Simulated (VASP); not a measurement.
# ReBi2 (Pn-3m) in VASP: notebook

Runs on ReBi2. Level: PBE. Tasks: relaxation of cell and atoms.

Everything below comes from runs of VASP 6.6.1. Logs are shortened: lines on timing, memory, paths and dates and some standing lists are left out, and cuts for length are marked.

## Step 1: The cell of the first run

Symmetry: Pn-3m, No. 224, cubic system. Conventional cell: a = 5.555 Å, b = 5.555 Å, c = 5.555 Å, α = 90.00°, β = 90.00°, γ = 90.00°. Within 3.2 Å of Re (site symmetry -43m) lie 4 Bi at 2.41 Å. Within 3.2 Å of Bi (site symmetry -3m) lie 2 Re at 2.41 Å.

## Step 2: Relaxation of cell and atoms, PBE

Contents of INCAR:

```
PREC = Accurate
ENCUT = 600
EDIFF = 1E-6
ISMEAR = 0
SIGMA = 0.1
LREAL = F
LASPH = T
NELM = 80
ALGO = Normal
ISIF = 3
LWAVE = F
LCHARG = F
GGA = PE
IBRION = 2
NSW = 90
EDIFFG = -0.04
```

Contents of KPOINTS:

```
regular mesh
0
Gamma
  4 4 4
```

Contents of POSCAR:

```
ReBi2
1.0
    5.5552370516      0.0000000000      0.0000000000
    0.0000000000      5.5552370516      0.0000000000
    0.0000000000      0.0000000000      5.5552370516
Re Bi
2 4
Direct
    0.0000000000      0.0000000000      0.0000000000
    0.5000000000      0.5000000000      0.5000000000
    0.2500000000      0.2500000000      0.2500000000
    0.2500000000      0.7500000000      0.7500000000
    0.7500000000      0.7500000000      0.2500000000
    0.7500000000      0.2500000000      0.7500000000
```

Potentials or basis: VASP PAW PBE potentials, release 64 (Re, Bi_d).

Started as:

```console
> cat potpaw_PBE.64/Re/POTCAR potpaw_PBE.64/Bi_d/POTCAR > POTCAR
> mpirun -np 1 vasp_std > vasp.out
```

OUTCAR:

```text
PREC = Accurate
   ENCUT = 600
   EDIFF = 1E-6
   ISMEAR = 0
   LREAL = F
   LASPH = T
   NELM = 80
   ISIF = 3
   GGA = PE
   IBRION = 2
   NSW = 90
   EDIFFG = -0.04

 ion  position               nearest neighbor table
   1  0.000  0.000  0.000-   3 2.41   4 2.41   5 2.41   6 2.41
   2  0.500  0.500  0.500-   3 2.41   4 2.41   5 2.41   6 2.41
   3  0.250  0.250  0.250-   1 2.41   2 2.41
   4  0.250  0.750  0.750-   1 2.41   2 2.41
   5  0.750  0.750  0.250-   1 2.41   2 2.41
   6  0.750  0.250  0.750-   1 2.41   2 2.41

  LATTYP: Found a simple cubic cell.
 ALAT       =     5.5552370516

  Lattice vectors:

 A1 = (   5.5552370516,   0.0000000000,   0.0000000000)
 A2 = (   0.0000000000,   5.5552370516,   0.0000000000)
 A3 = (   0.0000000000,   0.0000000000,   5.5552370516)

Analysis of symmetry for initial positions (statically):
=====================================================================
 Subroutine PRICEL returns:
 Original cell was already a primitive cell.

 Routine SETGRP: Setting up the symmetry group for a
 simple cubic supercell.

 Subroutine GETGRP returns: Found 48 space group operations
 (whereof 24 operations were pure point group operations)
 out of a pool of 48 trial point group operations.

The static configuration has the point symmetry T_d .
 The point group associated with its full space group is O_h .

Analysis of symmetry for dynamics (positions and initial velocities):
=====================================================================
 Subroutine PRICEL returns:
 Original cell was already a primitive cell.

 Routine SETGRP: Setting up the symmetry group for a
 simple cubic supercell.

 Subroutine GETGRP returns: Found 48 space group operations
 (whereof 24 operations were pure point group operations)
 out of a pool of 48 trial point group operations.

The dynamic configuration has the point symmetry T_d .
 The point group associated with its full space group is O_h .

 Subroutine INISYM returns: Found 48 space group operations
 (whereof 24 operations are pure point group operations),
 and found     1 'primitive' translations

----------------------------------------------------------------------------------------

                                     Primitive cell

  volume of cell :     171.4383

  direct lattice vectors                    reciprocal lattice vectors
     5.555237052  0.000000000  0.000000000     0.180010320  0.000000000  0.000000000
     0.000000000  5.555237052  0.000000000     0.000000000  0.180010320  0.000000000
     0.000000000  0.000000000  5.555237052     0.000000000  0.000000000  0.180010320

  length of vectors
     5.555237052  5.555237052  5.555237052     0.180010320  0.180010320  0.180010320

  position of ions in fractional coordinates (direct lattice)
     0.000000000  0.000000000  0.000000000
     0.500000000  0.500000000  0.500000000
     0.250000000  0.250000000  0.250000000
     0.250000000  0.750000000  0.750000000
     0.750000000  0.750000000  0.250000000
     0.750000000  0.250000000  0.750000000

  ion indices of the primitive-cell ions
   primitive index   ion index
                 1           1
                 2           2
                 3           3
                 4           4
                 5           5
                 6           6

----------------------------------------------------------------------------------------

 KPOINTS: regular mesh

Automatic generation of k-mesh.
 Grid dimensions read from file:
 generate k-points for:    4    4    4

 Generating k-lattice:

  Cartesian coordinates                     Fractional coordinates (reciprocal lattice)
     0.045002580  0.000000000  0.000000000     0.250000000  0.000000000  0.000000000
     0.000000000  0.045002580  0.000000000     0.000000000  0.250000000  0.000000000
     0.000000000  0.000000000  0.045002580     0.000000000  0.000000000  0.250000000

  Length of vectors
     0.045002580  0.045002580  0.045002580

  Shift w.r.t. Gamma in fractional coordinates (k-lattice)
     0.000000000  0.000000000  0.000000000

 Subroutine IBZKPT returns following result:
 ===========================================

 Found     10 irreducible k-points:

 Following reciprocal coordinates:
            Coordinates               Weight
  0.000000  0.000000  0.000000      1.000000
  0.250000  0.000000  0.000000      6.000000
  0.500000  0.000000  0.000000      3.000000
  0.250000  0.250000  0.000000     12.000000
  0.500000  0.250000  0.000000     12.000000
  0.500000  0.500000  0.000000      3.000000
  0.250000  0.250000  0.250000      8.000000
  0.500000  0.250000  0.250000     12.000000
  0.500000  0.500000  0.250000      6.000000
  0.500000  0.500000  0.500000      1.000000
   k-points           NKPTS =     10   k-points in BZ     NKDIM =     10   number of bands    NBANDS=     44
   number of dos      NEDOS =    301   number of ions     NIONS =      6
   total plane-waves  NPLWV = 110592
   dimension x,y,z NGX =    48 NGY =   48 NGZ =   48
   dimension x,y,z NGXF=    96 NGYF=   96 NGZF=   96
   ions per type =               2   4
   NGX,Y,Z   is equivalent  to a cutoff of  14.36, 14.36, 14.36 a.u.
   NGXF,Y,Z  is equivalent  to a cutoff of  28.73, 28.73, 28.73 a.u.
 SYSTEM =  unknown system
   PREC   = accura    normal or accurate (medium, high low for compatibility)
   ISTART =      0    job   : 0-new  1-cont  2-samecut
   ICHARG =      2    charge: 1-file 2-atom 10-const
   ISPIN  =      1    spin polarized calculation?
   LNONCOLLINEAR =      F non collinear calculations
   LSORBIT =      F    spin-orbit coupling
   LASPH  =      T    aspherical Exc in radial PAW
   ENCUT  =  600.0 eV  44.10 Ry    6.64 a.u.  11.10 11.10 11.10*2*pi/ulx,y,z
   NELM   =     80;   NELMIN=  2; NELMDL= -5     # of ELM steps
   EDIFF  = 0.1E-05   stopping-criterion for ELM
   LREAL  =      F    real-space projection
   EDIFFG = -.4E-01   stopping-criterion for IOM
   NSW    =     90    number of steps for IOM
   IBRION =      2    ionic relax: 0-MD 1-quasi-New 2-CG
   NFREE  =      1    steps in history (QN), initial steepest desc. (CG)
   ISIF   =      3    stress and relaxation
   ISYM   =      2    0-nonsym 1-usesym 2-fastsym
   POTIM  = 0.5000    time-step for ionic-motion
   TEBEG  =    0.0;   TEEND  =   0.0 temperature during run
   PSTRESS=    0.0 pullay stress
   NELECT =      74.0000    total number of electrons
   NUPDOWN=      -1.0000    fix difference up-down
   EMIN   =  10.00;   EMAX   =-10.00  energy-range for DOS
   EFERMI =   0.00;   METHOD = LEGACY
   ISMEAR =     0;   SIGMA  =   0.10  broadening in eV -4-tet -1-fermi 0-gaus
   EFERMI_NEDOS =   21; number of points for ismear=-14 and -15
   IALGO  =     38    algorithm
   IMIX   =      4    mixing-type and parameters
     AMIX     =   0.40;   BMIX     =  1.00
     AMIX_MAG =   1.60;   BMIX_MAG =  1.00
  volume/ion in A,a.u.               =      28.57       192.82
  Fermi-wavevector in a.u.,A,eV,Ry     =   1.237227  2.338020 20.826863  1.530731
  Thomas-Fermi vector in A             =   2.371803
   LORBIT       =      0    0 simple, 1 ext, 2 COOP (PROOUT), +10 PAW based schemes
   GGA     = PE    functional components
   LHFCALC =     F    Hartree Fock is set to
   AEXX    =    0.0000 exact exchange contribution
   IVDW    =     0    specifies the selected vdW correction
   LEPSILON=     F    determine dielectric tensor
   LRPA    =     F    only Hartree local field effects (RPA)
 conjugate gradient relaxation of ions
 non-spin polarized calculation
 Gauss-broadening in eV      SIGMA  =   0.10
  energy-cutoff  :      600.00
  volume of cell :      171.44
 maximum number of plane-waves:      5832
 NGX is ok and might be reduce to    48
   NGX = 23   NGY = 23   NGZ = 23

--------------------------------------- Ionic step        1  -------------------------------------------

 number of electron      73.9999975 magnetization

 Free energy of the ion-electron system (eV)
  ---------------------------------------------------
  ext. energy  EPLUGINS =         0.00000000
  ---------------------------------------------------
  free energy    TOTEN  =       -30.54862807 eV

  energy without entropy =      -30.52622798  energy(sigma->0) =      -30.53742802

 E-fermi :   6.3192     XC(G=0): -10.1632

 val. band max:        6.2897507973   @ k =   0.0000   0.0000   0.0000
 cond. band min:       6.3490629051   @ k =   0.5000   0.5000   0.2500
 fundamental gap:      0.0593121078
 Fermi energy:         6.3192263514

 k-point     1 :       0.0000    0.0000    0.0000
  band No.  band energies     occupation
      1     -16.6387      2.00000
      2     -16.5640      2.00000
      3     -16.5640      2.00000
      4     -16.5640      2.00000
      5     -16.4876      2.00000
      6     -16.4876      2.00000
[... 36 lines left out ...]
     43       7.7487      0.00000
     44      10.8838      0.00000
[... 554 lines left out ...]
 VOLUME and BASIS-vectors are now :
 -----------------------------------------------------------------------------
  energy-cutoff  :      600.00
  volume of cell :      213.13
      direct lattice vectors                 reciprocal lattice vectors
     5.973296837  0.000000000  0.000000000     0.167411737  0.000000000  0.000000000
     0.000000000  5.973296837  0.000000000    -0.000000000  0.167411737 -0.000000000
     0.000000000  0.000000000  5.973296837    -0.000000000 -0.000000000  0.167411737

 POSITION                                       TOTAL-FORCE (eV/Angst)
 -----------------------------------------------------------------------------------
      0.00000      0.00000      0.00000        -0.000000      0.000000      0.000000
      2.98665      2.98665      2.98665        -0.000000      0.000000      0.000000
      1.49332      1.49332      1.49332         0.000000     -0.000000      0.000000
      1.49332      4.47997      4.47997        -0.000000     -0.000000     -0.000000
      4.47997      4.47997      1.49332        -0.000000      0.000000     -0.000000
      4.47997      1.49332      4.47997         0.000000     -0.000000      0.000000
 -----------------------------------------------------------------------------------
    total drift:                               -0.000000     -0.000000      0.000000

  FREE ENERGIE OF THE ION-ELECTRON SYSTEM (eV)
  ---------------------------------------------------
  free  energy   TOTEN  =       -32.9880896063 eV

  energy  without entropy=      -32.9696174026  energy(sigma->0) =      -32.97885350

--------------------------------------- Ionic step        5  -------------------------------------------

 number of electron      73.9999999 magnetization

 Free energy of the ion-electron system (eV)
  ---------------------------------------------------
  ext. energy  EPLUGINS =         0.00000000
  ---------------------------------------------------
  free energy    TOTEN  =       -32.98963717 eV

  energy without entropy =      -32.97123095  energy(sigma->0) =      -32.98043406

 E-fermi :   4.2172     XC(G=0):  -9.1776

 val. band max:        4.2004216843   @ k =   0.5000   0.5000   0.2500
 cond. band min:       4.2606903059   @ k =   0.5000   0.5000   0.5000
 fundamental gap:      0.0602686217
 Fermi energy:         4.2172440806

 k-point     1 :       0.0000    0.0000    0.0000
  band No.  band energies     occupation
      1     -18.4656      2.00000
      2     -18.4656      2.00000
      3     -18.4591      2.00000
      4     -18.4591      2.00000
      5     -18.4591      2.00000
      6     -18.4400      2.00000
[... 36 lines left out ...]
     43       5.5110      0.00000
     44       7.0673      0.00000
[... 426 lines left out ...]
  FORCE on cell =-STRESS in cart. coord.  units (eV):
  Direction    XX          YY          ZZ          XY          YZ          ZX
  --------------------------------------------------------------------------------------
  -------------------------------------------------------------------------------------
  Total        0.0057655      0.0057655      0.0057655      0.0000000     -0.0000000      0.0000000
  in kB        0.0436009      0.0436009      0.0436009      0.0000000     -0.0000000      0.0000000
  external PRESSURE =       0.0436009 kB  Pullay stress =       0.0000000 kB

 VOLUME and BASIS-vectors are now :
 -----------------------------------------------------------------------------
  energy-cutoff  :      600.00
  volume of cell :      211.86
      direct lattice vectors                 reciprocal lattice vectors
     5.961441125  0.000000000  0.000000000     0.167744674  0.000000000  0.000000000
     0.000000000  5.961441125  0.000000000    -0.000000000  0.167744674 -0.000000000
     0.000000000  0.000000000  5.961441125    -0.000000000 -0.000000000  0.167744674

 POSITION                                       TOTAL-FORCE (eV/Angst)
 -----------------------------------------------------------------------------------
      0.00000      0.00000      0.00000         0.000000     -0.000000      0.000000
      2.98072      2.98072      2.98072         0.000000     -0.000000      0.000000
      1.49036      1.49036      1.49036         0.000000      0.000000     -0.000000
      1.49036      4.47108      4.47108        -0.000000      0.000000      0.000000
      4.47108      4.47108      1.49036        -0.000000      0.000000      0.000000
      4.47108      1.49036      4.47108         0.000000     -0.000000     -0.000000
 -----------------------------------------------------------------------------------
    total drift:                               -0.000000     -0.000000      0.000000

  FREE ENERGIE OF THE ION-ELECTRON SYSTEM (eV)
  ---------------------------------------------------
  free  energy   TOTEN  =       -32.9896371747 eV

  energy  without entropy=      -32.9712309475  energy(sigma->0) =      -32.98043406

 reached required accuracy - stopping structural energy minimisation
```

Wall time 7.8 min (1 thread of AMD EPYC 7R13 (Zen 3), shared host); peak memory 0.35 GiB.

What came out:

* Free energy: -32.9896 eV
* Relaxed volume: 35.31 Å³/atom
* Relaxed cell: a = 5.961 Å, b = 5.961 Å, c = 5.961 Å, α = 90.00°, β = 90.00°, γ = 90.00°
* Space group after relaxing (to 0.1 Å): Pn-3m (No. 224)
* Energy gained by relaxing: 406.8 meV/atom
* Ionic steps: 5
* Pressure after relaxing: 0.0 GPa
* Band gap on the k mesh: zero (bands 37 and 38 overlap by 0.54 eV)

Step by step:
```csv
step,energy change (eV),largest force (eV/Å),pressure (GPa),volume (Å³)
1,0.0000,0.0000,23.80,171.44
2,1.3349,0.0000,-9.66,299.78
3,-2.4237,0.0000,-1.26,216.14
4,-2.4395,0.0000,-0.39,213.13
5,-2.4410,0.0000,0.00,211.86
```

Final structure:
```
Re Bi
1.0
     5.96144    0.00000    0.00000
     0.00000    5.96144    0.00000
     0.00000    0.00000    5.96144
Re Bi
2 4
Cartesian
  0.0000 0.0000 0.0000
  2.9807 2.9807 2.9807
  1.4904 1.4904 1.4904
  1.4904 4.4711 4.4711
  4.4711 4.4711 1.4904
  4.4711 1.4904 4.4711
```

Caveat: the volume moved by over 15 % at a fixed basis, so the end points are rough; spin-orbit coupling is left out, which moves the levels of the heavy elements.

## Step 3: Relaxation of cell and atoms, PBE

This run uses another cell than the first one, of 35.22 Å³/atom.

Contents of INCAR:

```
SYSTEM = ReBi2
PREC     = Accurate       ! precision mode
ENCUT    = 600            ! plane-wave cutoff, eV
EDIFF    = 1E-6           ! SCF threshold, eV
ISMEAR   = 0              ! smearing method
SIGMA    = 0.1            ! smearing width, eV
LREAL    = .FALSE.        ! projectors in reciprocal space
LASPH    = .TRUE.         ! aspherical terms in the spheres
NELM     = 80             ! most SCF steps
ALGO     = Fast           ! electronic algorithm
ISIF     = 3              ! what is computed and relaxed
LWAVE    = .FALSE.        ! write WAVECAR
LCHARG   = .FALSE.        ! write CHGCAR
GGA      = PE             ! functional
IBRION   = 2              ! ionic algorithm
NSW      = 100            ! ionic steps
EDIFFG   = -0.01          ! ionic threshold
```

Contents of KPOINTS:

```
Automatic mesh
0
G
  6 6 6
  0 0 0
```

Edit POSCAR of step 2 so:

```diff
@@ -2,5 +2,5 @@
 1.0
-    5.5552370516      0.0000000000      0.0000000000
-    0.0000000000      5.5552370516      0.0000000000
-    0.0000000000      0.0000000000      5.5552370516
+    5.9565342927      0.0000000000      0.0000000000
+    0.0000000000      5.9565342927      0.0000000000
+    0.0000000000      0.0000000000      5.9565342927
 Re Bi
```

Potentials or basis: VASP PAW PBE potentials, release 64 (Re, Bi_d).

Started as:

```console
> cat potpaw_PBE.64/Re/POTCAR potpaw_PBE.64/Bi_d/POTCAR > POTCAR
> mpirun -np 1 vasp_std > vasp.out
```

Wall time 15 min (1 thread of AMD EPYC 7R13 (Zen 3), shared host); peak memory 0.43 GiB.

It converged, with:

```
Free energy                           : -32.9667 eV
Relaxed volume                        : 35.33 Å³/atom
Relaxed cell                          : a = 5.963 Å, b = 5.963 Å, c = 5.963 Å, α = 90.00°, β = 90.00°, γ = 90.00°
Space group after relaxing (to 0.1 Å) : Pn-3m (No. 224)
Energy gained by relaxing             : 0.1 meV/atom
Ionic steps                           : 3
Pressure after relaxing               : 0.0 GPa
Band gap on the k mesh                : zero (bands 37 and 38 overlap by 0.48 eV)
```

Step by step:
```
step  energy change (eV)  largest force (eV/Å)  pressure (GPa)  volume (Å³)
   1              0.0000                0.0000            0.27       211.34
   2              0.0009                0.0000           -0.37       213.19
   3             -0.0004                0.0000            0.00       212.01
```

Final structure:
```
Re Bi
1.0
     5.96281    0.00000    0.00000
     0.00000    5.96281    0.00000
     0.00000    0.00000    5.96281
Re Bi
2 4
Cartesian
  0.0000 0.0000 0.0000
  2.9814 2.9814 2.9814
  1.4907 1.4907 1.4907
  1.4907 4.4721 4.4721
  4.4721 4.4721 1.4907
  4.4721 1.4907 4.4721
```

Levels at points of the mesh, in eV from the Fermi level:
| k point | band 34 | band 35 | band 36 | band 37 | band 38 | band 39 | band 40 | band 41 |
| --- | --- | --- | --- | --- | --- | --- | --- | --- |
| (0.00, 0.00, 0.00) | -0.50 | -0.50 | -0.13 | -0.13 | -0.13 | 0.15 | 0.15 | 0.15 |
| (0.50, 0.00, 0.00) | -0.79 | -0.72 | -0.72 | -0.32 | -0.32 | 1.08 | 1.08 | 1.93 |
| (0.50, 0.50, 0.00) | -1.50 | -0.52 | -0.52 | -0.29 | -0.29 | 1.39 | 1.39 | 1.79 |
| (0.50, 0.50, 0.50) | -0.76 | -0.76 | 0.04 | 0.04 | 0.04 | 1.45 | 1.45 | 1.45 |

Caveat: spin-orbit coupling is left out, which moves the levels of the heavy elements.

The gap in the log of VASP goes by the Fermi energy; the results here count the filled bands.